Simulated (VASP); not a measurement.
# CuSi16 (a cell with a defect) in VASP: further runs

The runs below take CuSi16 (a cell with a defect) through single point, with PBE.

Everything below comes from runs of VASP 6.6.1. Logs are shortened: lines on timing, memory, paths and dates and some standing lists are left out, and cuts for length are marked.

## Step 1: The cell of the first run

The cell holds a defect, 17 atoms: a = 7.679 Å, b = 7.679 Å, c = 7.679 Å, α = 60.00°, β = 60.00°, γ = 60.00°.

## Step 2: Single point, PBE, collinear spin, zero start

The input, INCAR:

```
SYSTEM = CuSi16
PREC = Accurate ; ENCUT = 520
EDIFF = 1E-6 ; ISMEAR = -1
SIGMA = 0.02 ; LREAL = Auto
LASPH = .TRUE. ; NELM = 150
ALGO = Normal ; ISIF = 2
LWAVE = .FALSE. ; LCHARG = .TRUE.
ISPIN = 2 ; MAGMOM = 0 0 0 0 0 0 0 0 0 0 0 0 0 0 0 0 0
LORBIT = 11 ; LMAXMIX = 4
GGA = PE ; LELF = .TRUE.
LVHAR = .TRUE. ; NBANDS = 56
```

The input, KPOINTS:

```
regular mesh
0
G
  2 2 2
  0 0 0
```

The input, POSCAR:

```
CuSi16
1.0
    0.0000000000      5.4300000000      5.4300000000
    5.4300000000      0.0000000000      5.4300000000
    5.4300000000      5.4300000000      0.0000000000
Si Cu
16 1
Direct
   -0.0110708103     -0.0097175875      0.0303695212
    0.1251700737      0.1265490792      0.1313146409
    0.0059821363      0.0074847145      0.5035342541
    0.1127383978      0.1140779926      0.6589678637
    0.0072953039      0.4994868324     -0.0064067219
    0.1251708103      0.6168302947      0.1313126151
    0.0059749540      0.4828642726      0.5035331492
    0.1411138122      0.6186662983      0.6214042357
    0.4981174954      0.0086581952     -0.0063992634
    0.6154804788      0.1265296501      0.1313241252
    0.4815683241      0.0073616943      0.5035583794
    0.6172418048      0.1424637201      0.6213983425
    0.4981202578      0.4994883978     -0.0064018416
    0.6339518416      0.6353201657      0.0952724678
    0.5101752302      0.5115560773      0.4665790976
    0.6172543278      0.6187585635      0.6213941068
    0.8129389503      0.8140954880      0.5587551565
```

Potentials or basis: VASP PAW PBE potentials, release 64 (Si, Cu).

Command:

```sh
> cat potpaw_PBE.64/Si/POTCAR potpaw_PBE.64/Cu/POTCAR > POTCAR
> mpirun -np 1 vasp_std > vasp.out
```

OUTCAR:

```text
SYSTEM = CuSi16
   PREC = Accurate
   ENCUT = 520
   EDIFF = 1E-6
   ISMEAR = -1
   LREAL = Auto
   LASPH = .TRUE.
   NELM = 150
   ISIF = 2
   ISPIN = 2
   LORBIT = 11
   GGA = PE

 ion  position               nearest neighbor table
   1  0.989  0.990  0.030-   4 2.33  10 2.35   6 2.35   2 2.35
   2  0.125  0.127  0.131-   3 2.33   5 2.34   9 2.34   1 2.35
   3  0.006  0.007  0.504-   4 2.32   2 2.33  17 2.35  12 2.44   8 2.44
   4  0.113  0.114  0.659-   3 2.32   7 2.32  11 2.32   1 2.33
   5  0.007  0.499  0.994-   8 2.33   2 2.34   6 2.34  14 2.35
   6  0.125  0.617  0.131-   7 2.33   5 2.34  13 2.34   1 2.35
   7  0.006  0.483  0.504-   4 2.32   6 2.33  17 2.35  16 2.44   8 2.44
   8  0.141  0.619  0.621-  15 2.32   5 2.33  17 2.35   7 2.44   3 2.44
   9  0.498  0.009  0.994-  12 2.33   2 2.34  10 2.34  14 2.35
  10  0.615  0.127  0.131-  11 2.33   9 2.34  13 2.34   1 2.35
  11  0.482  0.007  0.504-   4 2.32  10 2.33  17 2.35  16 2.44  12 2.44
  12  0.617  0.142  0.621-  15 2.32   9 2.33  17 2.36  11 2.44   3 2.44
  13  0.498  0.499  0.994-  16 2.33   6 2.34  10 2.34  14 2.35
  14  0.634  0.635  0.095-  15 2.33  13 2.35   9 2.35   5 2.35
  15  0.510  0.512  0.467-   8 2.32  12 2.32  16 2.32  14 2.33
  16  0.617  0.619  0.621-  15 2.32  13 2.33  17 2.36  11 2.44   7 2.44
  17  0.813  0.814  0.559-   3 2.35   7 2.35  11 2.35   8 2.35  12 2.36  16 2.36

  LATTYP: Found a face centered cubic cell.
 ALAT       =    10.8600000000

  Lattice vectors:

 A1 = (   0.0000000000,   5.4300000000,   5.4300000000)
 A2 = (   5.4300000000,   0.0000000000,   5.4300000000)
 A3 = (   5.4300000000,   5.4300000000,   0.0000000000)

Analysis of symmetry for initial positions (statically):
=====================================================================
 Subroutine PRICEL returns:
 Original cell was already a primitive cell.

 Routine SETGRP: Setting up the symmetry group for a
 face centered cubic supercell.

 Subroutine GETGRP returns: Found  1 space group operations
 (whereof  1 operations were pure point group operations)
 out of a pool of 48 trial point group operations.

The static configuration has the point symmetry C_1 .

Analysis of symmetry for dynamics (positions and initial velocities):
=====================================================================
 Subroutine PRICEL returns:
 Original cell was already a primitive cell.

 Routine SETGRP: Setting up the symmetry group for a
 face centered cubic supercell.

 Subroutine GETGRP returns: Found  1 space group operations
 (whereof  1 operations were pure point group operations)
 out of a pool of 48 trial point group operations.

The dynamic configuration has the point symmetry C_1 .

Analysis of structural, dynamic, and magnetic symmetry:
=====================================================================
 Subroutine PRICEL returns:
 Original cell was already a primitive cell.

 Routine SETGRP: Setting up the symmetry group for a
 face centered cubic supercell.

 Subroutine GETGRP returns: Found  1 space group operations
 (whereof  1 operations were pure point group operations)
 out of a pool of 48 trial point group operations.

The overall configuration has the point symmetry C_1 .

 Subroutine INISYM returns: Found  1 space group operations
 (whereof  1 operations are pure point group operations),
 and found     1 'primitive' translations

----------------------------------------------------------------------------------------

                                     Primitive cell

  volume of cell :     320.2060

  direct lattice vectors                    reciprocal lattice vectors
     0.000000000  5.430000000  5.430000000    -0.092081031  0.092081031  0.092081031
     5.430000000  0.000000000  5.430000000     0.092081031 -0.092081031  0.092081031
     5.430000000  5.430000000  0.000000000     0.092081031  0.092081031 -0.092081031

  length of vectors
     7.679179644  7.679179644  7.679179644     0.159489025  0.159489025  0.159489025

  position of ions in fractional coordinates (direct lattice)
[... 43 lines left out ...]
  ---------------------------------------------------
  free energy    TOTEN  =       -87.48298774 eV

  energy without entropy =      -87.47405036  energy(sigma->0) =      -87.47851905

 E-fermi :   6.9201     XC(G=0):  -9.6837

 val. band max:        6.8949476971   @ k =   0.0000   0.0000   0.0000
 cond. band min:       6.9251127171   @ k =   0.0000   0.0000   0.5000
 fundamental gap:      0.0301650200
 Fermi energy:         6.9200617769

 spin component 1

 k-point     1 :       0.0000    0.0000    0.0000
  band No.  band energies     occupation
      1      -5.9369      1.00000
      2      -3.5993      1.00000
      3      -3.5215      1.00000
      4      -3.5213      1.00000
      5      -3.5169      1.00000
      6      -1.9877      1.00000
[... 405 lines left out ...]
     48      10.3957      0.00000
     49      10.4019      0.00000
 Fermi energy:         6.9200617769

 spin component 2

 k-point     1 :       0.0000    0.0000    0.0000
  band No.  band energies     occupation
      1      -5.9369      1.00000
      2      -3.5993      1.00000
      3      -3.5215      1.00000
      4      -3.5213      1.00000
      5      -3.5169      1.00000
      6      -1.9877      1.00000
[... 405 lines left out ...]
     48      10.3957      0.00000
     49      10.4019      0.00000
 [bands above 49 left out]

------------------------ aborting loop because EDIFF is reached ----------------------------------------

  FORCE on cell =-STRESS in cart. coord.  units (eV):
  Direction    XX          YY          ZZ          XY          YZ          ZX
  --------------------------------------------------------------------------------------
  -------------------------------------------------------------------------------------
  Total        8.5650524      8.5666361      8.5664096      0.3911004     -0.3917043     -0.3913168
  in kB       42.8559495     42.8638735     42.8627404      1.9569032     -1.9599247     -1.9579862
  external PRESSURE =      42.8608545 kB  Pullay stress =       0.0000000 kB

 VOLUME and BASIS-vectors are now :
 -----------------------------------------------------------------------------
  energy-cutoff  :      520.00
  volume of cell :      320.21
      direct lattice vectors                 reciprocal lattice vectors
     0.000000000  5.430000000  5.430000000    -0.092081031  0.092081031  0.092081031
     5.430000000  0.000000000  5.430000000     0.092081031 -0.092081031  0.092081031
     5.430000000  5.430000000  0.000000000     0.092081031  0.092081031 -0.092081031

 POSITION                                       TOTAL-FORCE (eV/Angst)
 -----------------------------------------------------------------------------------
      5.54214      5.53479     10.74712        -0.011574     -0.010793      0.011969
      1.40020      1.39271      1.36684        -0.002146     -0.002538     -0.000075
      2.77483      2.76667      0.07312        -0.004662     -0.002755      0.012024
      4.19764      4.19036      1.23161         0.021947      0.022852     -0.021614
      8.10743      5.43483      2.75183         0.002305     -0.000340     -0.002459
      4.06242      1.39270      4.02907         0.000165     -0.002894      0.002452
[... 9 lines left out ...]
      6.73403      6.72586      6.71155         0.001989      0.007498     -0.013452
      7.45458      7.44830      8.83480         0.000436     -0.005650     -0.001105
 -----------------------------------------------------------------------------------
    total drift:                                0.000529      0.001196     -0.001125

  FREE ENERGIE OF THE ION-ELECTRON SYSTEM (eV)
  ---------------------------------------------------
  free  energy   TOTEN  =       -87.4829877439 eV

  energy  without entropy=      -87.4740503556  energy(sigma->0) =      -87.47851905

 total charge

# of ion       s       p       d       tot
------------------------------------------
    1        0.740   0.956   0.000   1.697
    2        0.742   0.957   0.000   1.699
    3        0.737   0.951   0.000   1.688
    4        0.752   0.945   0.000   1.698
    5        0.742   0.957   0.000   1.699
    6        0.742   0.957   0.000   1.699
[... 9 lines left out ...]
   16        0.737   0.951   0.000   1.688
   17        0.508   0.466   9.211  10.186
--------------------------------------------------
tot         12.369  15.717   9.211  37.298

 magnetization (x)

# of ion       s       p       d       tot
------------------------------------------
    1        0.000   0.000   0.000   0.000
    2        0.000   0.000   0.000   0.000
    3       -0.000  -0.000   0.000  -0.000
    4       -0.000  -0.000   0.000  -0.000
    5        0.000   0.000   0.000   0.000
    6       -0.000   0.000   0.000   0.000
[... 9 lines left out ...]
   16       -0.000  -0.000   0.000  -0.000
   17       -0.000   0.000  -0.000  -0.000
--------------------------------------------------
tot         -0.000   0.000  -0.000  -0.000
```

Wall time 8.2 min (1 thread of Intel Xeon 6975P-C (Granite Rapids), shared host); peak memory 0.7 GiB.

What came out:

```yaml
Free_energy: -87.4830 eV
Pressure: 4.3 GPa
Largest_force: 0.039 eV/Å
Net_moment: 0.00 μB per cell
Valence_electrons_inside_the_program's_atomic_spheres: Si 1.70, 1.69 (each value once); Cu 10.19
```

Forces on the atoms (eV/Å):
```
Si  -0.012 -0.011  0.012
Si  -0.002 -0.003  0.000
Si  -0.005 -0.003  0.012
Si   0.022  0.023 -0.022
Si   0.002  0.000 -0.002
Si   0.000 -0.003  0.002
Si  -0.012 -0.002  0.005
Si   0.004  0.011 -0.004
Si   0.000  0.003 -0.002
Si  -0.002  0.000  0.002
Si  -0.001 -0.018  0.002
Si   0.013  0.008 -0.002
Si   0.003  0.004  0.000
Si   0.011  0.011 -0.011
Si  -0.023 -0.021  0.023
Si   0.002  0.007 -0.013
Cu   0.000 -0.006 -0.001
```

Caveat: the k points lie up to 0.50 Å⁻¹ apart.

## Step 3: Single point, PBE, collinear spin

The input, INCAR:

```
SYSTEM = CuSi16
ALGO     = Normal         ! electronic algorithm
EDIFF    = 1E-7           ! SCF threshold, eV
ENCUT    = 520            ! plane-wave cutoff, eV
GGA      = PE             ! functional
ISIF     = 2              ! what is computed and relaxed
ISMEAR   = -1             ! smearing method
ISPIN    = 2              ! spin polarisation
LASPH    = .TRUE.         ! aspherical terms in the spheres
LCHARG   = .TRUE.         ! write CHGCAR
LELF     = .TRUE.         ! ELF
LMAXMIX  = 4              ! l up to which the mixer works
LORBIT   = 11             ! projections on sites
LREAL    = Auto         
LVHAR    = .TRUE.       
LWAVE    = .FALSE.        ! write WAVECAR
MAGMOM   = 0 0 0 0 0 0 0 0 0 0 0 0 0 0 0 0 1 ! initial moments
NBANDS   = 56             ! bands
NELM     = 150            ! most SCF steps
PREC     = Accurate       ! precision mode
SIGMA    = 0.02           ! smearing width, eV
```

The input, KPOINTS:

```
k-points
0
G
  2 2 2
  0 0 0
```

The input, POSCAR:

```
CuSi16
1.0
    0.0000000000      5.4300000000      5.4300000000
    5.4300000000      0.0000000000      5.4300000000
    5.4300000000      5.4300000000      0.0000000000
Si Cu
16 1
Direct
   -0.0110708396     -0.0097175997      0.0303696044
    0.1251700800      0.1265491517      0.1313146560
    0.0059821078      0.0074846755      0.5035342193
    0.1127384823      0.1140779344      0.6589678641
    0.0072953033      0.4994867943     -0.0064066658
    0.1251708762      0.6168302790      0.1313125844
    0.0059749960      0.4828643148      0.5035331239
    0.1411138494      0.6186662468      0.6214042101
    0.4981175625      0.0086582090     -0.0063993086
    0.6154804477      0.1265296132      0.1313241093
    0.4815682610      0.0073616656      0.5035584852
    0.6172419099      0.1424636758      0.6213983148
    0.4981202945      0.4994884321     -0.0064018609
    0.6339518793      0.6353202062      0.0952724654
    0.5101752636      0.5115559681      0.4665791462
    0.6172543478      0.6187585737      0.6213940233
    0.8129389782      0.8140954597      0.5587551288
```

Potentials or basis: VASP PAW PBE potentials, release 64 (Si, Cu).

Command:

```sh
> cat potpaw_PBE.64/Si/POTCAR potpaw_PBE.64/Cu/POTCAR > POTCAR
> mpirun -np 1 vasp_std > vasp.out
```

Wall time 8.1 min (1 thread of Intel Xeon 6975P-C (Granite Rapids), shared host); peak memory 0.72 GiB.

Results (log left out):

| Item | Value |
| --- | --- |
| Free energy | -87.4830 eV |
| Pressure | 4.4 GPa |
| Largest force | 0.039 eV/Å |
| Net moment | 0.00 μB per cell |
| Valence electrons inside the program's atomic spheres | Si 1.70, 1.69 (each value once); Cu 10.19 |

Forces in eV/Å, atoms in the order of the input:
```
Si  -0.011 -0.011  0.012
Si  -0.002 -0.003  0.000
Si  -0.005 -0.003  0.012
Si   0.022  0.023 -0.021
Si   0.002  0.000 -0.002
Si   0.000 -0.003  0.002
Si  -0.012 -0.002  0.005
Si   0.004  0.011 -0.004
Si   0.000  0.003 -0.002
Si  -0.002  0.000  0.002
Si  -0.001 -0.018  0.002
Si   0.012  0.008 -0.002
Si   0.003  0.004  0.000
Si   0.010  0.011 -0.011
Si  -0.023 -0.021  0.023
Si   0.002  0.007 -0.013
Cu   0.000 -0.006 -0.001
```

Stress tensor (GPa, compression positive):
```
 4.36  0.20 -0.20
 0.20  4.36 -0.20
-0.20 -0.20  4.36
```

Levels at points of the mesh, in eV from the Fermi level:
Spin up:
```tsv
k point	band 34	band 35	band 36	band 37	band 38	band 39	band 40	band 41
(0.00, 0.00, 0.00)	-1.69	-1.02	-0.67	-0.55	-0.50	-0.50	-0.03	-0.03
(0.50, 0.00, 0.00)	-1.60	-1.55	-1.44	-1.25	0.13	0.48	0.53	0.73
(0.00, 0.50, 0.00)	-1.60	-1.55	-1.44	-1.25	0.13	0.48	0.53	0.73
(0.00, 0.00, 0.50)	-1.47	-1.47	-1.04	-1.04	0.00	0.44	0.91	0.91
(0.50, 0.50, 0.50)	-1.60	-1.55	-1.44	-1.25	0.13	0.48	0.53	0.73
(0.50, 0.50, 0.00)	-2.21	-2.02	-2.01	-1.69	0.16	0.25	1.34	1.52
(0.00, 0.50, 0.50)	-2.21	-2.02	-2.01	-1.69	0.16	0.25	1.34	1.52
(0.50, 0.00, 0.50)	-2.21	-2.02	-2.01	-1.69	0.16	0.25	1.34	1.52
```
Spin down:
```tsv
k point	band 35	band 36	band 37	band 38	band 39	band 40
(0.00, 0.00, 0.00)	-1.02	-0.67	-0.55	-0.50	-0.50	-0.03
(0.50, 0.00, 0.00)	-1.55	-1.44	-1.25	0.13	0.48	0.53
(0.00, 0.50, 0.00)	-1.55	-1.44	-1.25	0.13	0.48	0.53
(0.00, 0.00, 0.50)	-1.47	-1.04	-1.04	0.00	0.44	0.91
(0.50, 0.50, 0.50)	-1.55	-1.44	-1.25	0.13	0.48	0.53
(0.50, 0.50, 0.00)	-2.02	-2.01	-1.69	0.16	0.25	1.34
(0.00, 0.50, 0.50)	-2.02	-2.01	-1.69	0.16	0.25	1.34
(0.50, 0.00, 0.50)	-2.02	-2.01	-1.69	0.16	0.25	1.34
```

Caveat: the k points lie up to 0.50 Å⁻¹ apart.

## Step 4: Single point, PBE, collinear spin

The input, INCAR:

```
SYSTEM = CuSi16
PREC = Accurate ; ENCUT = 520
EDIFF = 1E-6 ; ISMEAR = -1
SIGMA = 0.02 ; LREAL = Auto
LASPH = .TRUE. ; NELM = 150
ALGO = Normal ; ISIF = 2
LWAVE = .FALSE. ; LCHARG = .FALSE.
ISPIN = 2 ; MAGMOM = 0 0 0 0 0 0 0 0 0 0 0 0 0 0 0 0 1
LORBIT = 11 ; LMAXMIX = 4
GGA = PE ; NBANDS = 56
```

The input, KPOINTS:

```
regular mesh
0
G
  2 2 2
  0 0 0
```

The input, POSCAR:

```
CuSi16
1.0
    0.0000000000      5.4300000000      5.4300000000
    5.4300000000      0.0000000000      5.4300000000
    5.4300000000      5.4300000000      0.0000000000
Si Cu
16 1
Direct
    0.0068939139      0.0060673529     -0.0163291866
    0.1260919497      0.1252741216      0.1174562978
   -0.0096155974     -0.0104246074      0.4907248319
    0.1140689177      0.1132623889      0.6144090760
    0.0089934428      0.4982322883     -0.0006060909
    0.1430377263      0.6173264114      0.1185022251
    0.0068735143      0.4825320109      0.5072214518
    0.1260876465      0.6163047638      0.6264312302
    0.4990468570      0.0081815587     -0.0006098578
    0.6181399026      0.1422339102      0.1184868256
    0.4833330039      0.0060609850      0.5072354623
    0.6171152545      0.1252725155      0.6264339083
    0.5117795099      0.5109701184      0.0121176019
    0.6355190141      0.6347086536      0.1358583919
    0.4990517373      0.4982333731      0.5093334535
    0.6181612755      0.6173323451      0.6433735104
    0.8104577813      0.8096862799      0.3107816185
```

Command:

```sh
> cat potpaw_PBE.64/Si/POTCAR potpaw_PBE.64/Cu/POTCAR > POTCAR
> mpirun -np 1 vasp_std > vasp.out
```

Run time: 8.1 min. Hardware: 1 thread of Intel Xeon 6975P-C (Granite Rapids), shared host; peak memory 0.72 GiB.

Results (log left out):

```
Free energy                                           : -87.4831 eV
Pressure                                              : 4.4 GPa
Largest force                                         : 0.020 eV/Å
Net moment                                            : 0.00 μB per cell
Valence electrons inside the program's atomic spheres : Si 1.69, 1.70 (each value once); Cu 10.19
```

Forces in eV/Å, atoms in the order of the input:
```
Si   0.002  0.002  0.013
Si   0.002  0.003  0.001
Si   0.005  0.005  0.004
Si  -0.012 -0.011 -0.011
Si  -0.001 -0.003 -0.001
Si  -0.011 -0.002 -0.001
Si   0.002  0.015  0.002
Si   0.002  0.000  0.001
Si  -0.002 -0.002 -0.001
Si  -0.002 -0.011 -0.002
Si   0.013  0.003  0.002
Si   0.001  0.002  0.002
Si   0.011  0.010  0.012
Si  -0.005 -0.005 -0.005
Si  -0.002 -0.003 -0.002
Si  -0.001 -0.002 -0.012
Cu  -0.002 -0.001 -0.002
```

Stress tensor (GPa, compression positive):
```
4.36 0.21 0.21
0.21 4.36 0.21
0.21 0.21 4.36
```

Levels at points of the mesh, in eV from the Fermi level:
Spin up:
```
           k point  band 35  band 36  band 37  band 38  band 39  band 40
(0.00, 0.00, 0.00)    -1.02    -0.67    -0.55    -0.50    -0.50    -0.03
(0.50, 0.00, 0.00)    -1.55    -1.44    -1.25     0.13     0.47     0.53
(0.00, 0.50, 0.00)    -1.55    -1.44    -1.25     0.13     0.47     0.53
(0.00, 0.00, 0.50)    -1.55    -1.44    -1.25     0.13     0.47     0.53
(0.50, 0.50, 0.50)    -1.47    -1.04    -1.04     0.01     0.44     0.91
(0.50, 0.50, 0.00)    -2.03    -2.01    -1.69     0.16     0.25     1.34
(0.00, 0.50, 0.50)    -2.03    -2.01    -1.69     0.16     0.25     1.34
(0.50, 0.00, 0.50)    -2.03    -2.01    -1.69     0.16     0.25     1.34
```
Spin down:
```
           k point  band 34  band 35  band 36  band 37  band 38  band 39  band 40  band 41
(0.00, 0.00, 0.00)    -1.69    -1.02    -0.67    -0.55    -0.50    -0.50    -0.03    -0.03
(0.50, 0.00, 0.00)    -1.60    -1.55    -1.44    -1.25     0.13     0.47     0.53     0.72
(0.00, 0.50, 0.00)    -1.60    -1.55    -1.44    -1.25     0.13     0.47     0.53     0.72
(0.00, 0.00, 0.50)    -1.60    -1.55    -1.44    -1.25     0.13     0.47     0.53     0.72
(0.50, 0.50, 0.50)    -1.47    -1.47    -1.04    -1.04     0.01     0.44     0.91     0.91
(0.50, 0.50, 0.00)    -2.21    -2.03    -2.01    -1.69     0.16     0.25     1.34     1.52
(0.00, 0.50, 0.50)    -2.21    -2.03    -2.01    -1.69     0.16     0.25     1.34     1.52
(0.50, 0.00, 0.50)    -2.21    -2.03    -2.01    -1.69     0.16     0.25     1.34     1.52
```

Caveat: the k points lie up to 0.50 Å⁻¹ apart.

## Step 5: The runs side by side

| spin | cell | gap on the mesh (eV) | pressure (GPa) | moment (μB) | largest force (eV/Å) |
| --- | --- | --- | --- | --- | --- |
| collinear, zero start | as given, atomic positions A | none | 4.3 | 0.00 | 0.04 |
| collinear | as given, atomic positions A | none | 4.4 | 0.00 | 0.04 |
| collinear | as given, atomic positions B | none | 4.4 | 0.00 | 0.02 |

Alike in all rows: task single point; level PBE; potentials or basis VASP PAW PBE potentials, release 64 (Si, Cu); k mesh 2 × 2 × 2; cutoff (eV) 520; smearing fermi-dirac 0.02 eV.

Caveats: all runs use coarse meshes.

Total energies depend on the potentials used, so only differences within one code and one set of settings carry meaning.
